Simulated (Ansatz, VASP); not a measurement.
Two plane-wave programs on Ca3Sb4

File INCAR:

```
PREC = Accurate ; ENCUT = 600
EDIFF = 1E-6 ; ISMEAR = 0
SIGMA = 0.1 ; LREAL = False
LASPH = True ; NELM = 100
ALGO = Normal ; ISIF = 3
LWAVE = False ; LCHARG = False
GGA = PE ; IBRION = 2
NSW = 100 ; EDIFFG = -0.01
```

Contents of KPOINTS:

```
regular mesh
0
Gamma
  6 6 6
```

Contents of POSCAR:

```
Ca3Sb4
1.0
    6.3018081310      0.0000000000      0.0000000000
    0.0000000000      6.3018081310      0.0000000000
    0.0000000000      0.0000000000      6.3018081310
Ca Sb
3 4
Direct
    0.5000000000      0.5000000000      0.0000000000
    0.0000000000      0.5000000000      0.5000000000
    0.5000000000      0.0000000000      0.5000000000
    0.5000000000      0.5000000000      0.5000000000
    0.5000000000      0.0000000000      0.0000000000
    0.0000000000      0.5000000000      0.0000000000
    0.0000000000      0.0000000000      0.5000000000
```

Input for Ansatz:

```yaml
crystal:
  lattice:
    - [6.301808131, 0.0, 0.0]
    - [0.0, 6.301808131, 0.0]
    - [0.0, 0.0, 6.301808131]
  atoms:
    - { symbol: Ca, position: [0.5, 0.5, 0.0] }
    - { symbol: Ca, position: [0.0, 0.5, 0.5] }
    - { symbol: Ca, position: [0.5, 0.0, 0.5] }
    - { symbol: Sb, position: [0.5, 0.5, 0.5] }
    - { symbol: Sb, position: [0.5, 0.0, 0.0] }
    - { symbol: Sb, position: [0.0, 0.5, 0.0] }
    - { symbol: Sb, position: [0.0, 0.0, 0.5] }
basis:
  ecutwfc: 420
kpoints:
  mp_grid: { grid: [6, 6, 6] }
hamiltonian:
  xc: pbe
scf:
  occupations: { method: gaussian, width: 0.1 }
output:
  forces: true
  stress: true
  eigenvalues: true
relax:
  adjacent_minimum: "off"
  f_tol: 0.01
  max_steps: 80
  cell: { stress_tol: 0.05 }
```

Change from the starting cell: species swapped into the W3N4 type (Pm-3m, No. 221).

Alike in both runs: task relaxation of cell and atoms; functional PBE; k mesh 6 × 6 × 6; occupations gaussian, width 0.1 eV; no spin polarisation.

|  | VASP | Ansatz |
| --- | --- | --- |
| version | VASP 6.6.1 | Ansatz 0.2.0 |
| potentials or method | VASP PAW PBE potentials, release 64 (Ca_sv, Sb), cutoff 600 eV | scalar-relativistic, plane waves, PAW |
| valence electrons in the cell | 50 | 90 |

Ansatz gave:

| Property | Result |
| --- | --- |
| gap on the k mesh at the Fermi level, each at its own relaxed structure (eV) | none |
| relaxed volume (Å³/atom) | 35.75 |
| relaxed cell length with the largest relative difference (Å) | 6.302 |

Task: Estimate VASP's values.

Result: gap on the k mesh at the Fermi level, each at its own relaxed structure (eV): none; relaxed volume (Å³/atom): 35.85; relaxed cell length with the largest relative difference (Å): 6.308.

A gap of «none» marks a metal or a gap that the smearing closes. VASP's potentials hold 50 valence electrons a cell and Ansatz's 90, so a difference there can come from the potentials and not from the codes.

Neither program's run includes spin-orbit coupling.
